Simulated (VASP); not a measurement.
A run of VASP 6.6.1 is set up as follows.

POSCAR

```
Co2O
1.0
    2.8058730000      0.0000000000      0.0000000000
    0.0000000000      4.5287290000      0.0000000000
    0.0000000000      0.0000000000      4.2717900000
Co O
4 2
Direct
    0.0000000000      0.3250000000      0.2610000000
    0.5000000000      0.1750000000      0.7610000000
    0.0000000000      0.6750000000      0.7390000000
    0.5000000000      0.8250000000      0.2390000000
    0.0000000000      0.0000000000      0.0000000000
    0.5000000000      0.5000000000      0.5000000000
```

The input INCAR.step1:

```
PREC = Accurate
ENCUT = 520
ISMEAR = -1
SIGMA = 0.1
LREAL = F
LASPH = T
NELM = 100
NBANDS = 33
GGA = PE
ALGO = Normal
EDIFF = 1E-4
LWAVE = T
LCHARG = F
```

INCAR.step2

```
PREC = Accurate
ENCUT = 520
EDIFF = 1E-7
ISMEAR = -1
SIGMA = 0.1
LREAL = F
LASPH = T
NELM = 100
ALGO = Normal
ISIF = 2
LWAVE = F
LCHARG = F
METAGGA = R2SCAN
LMIXTAU = T
NBANDS = 33
ISTART = 1
```

Contents of KPOINTS:

```
regular mesh
0
Gamma
  11 7 7
```

Potentials or basis: VASP PAW PBE potentials, release 64 (Co, O).

Launch:

```bash
$ cat potpaw_PBE.64/Co/POTCAR potpaw_PBE.64/O/POTCAR > POTCAR
$ cp INCAR.step1 INCAR
$ mpirun -np 1 vasp_std > vasp.out
$ cp INCAR.step2 INCAR
$ mpirun -np 1 vasp_std > vasp.out
```

Q: Predict the pressure.

A: 14.7 GPa.

Q: What does it give for the largest force?

A: 0.499 eV/Å.

Q: Predict the band gap on the k mesh.

A: Zero (band 24 reaches 10.98 eV, above the bottom of band 25 at 10.60 eV).

Forces on the atoms (eV/Å):
```
Co   0.000 -0.147 -0.476
Co   0.000  0.147 -0.476
Co   0.000  0.147  0.476
Co   0.000 -0.147  0.476
O    0.000  0.000  0.000
O    0.000  0.000  0.000
```

Caveat: the PAW data sets were made with another functional, which shifts forces and pressure a little; the run has no spin polarisation, though such a crystal can be magnetic. Spin polarisation is off, so any magnetic state and its effect on volume and gap are missing.
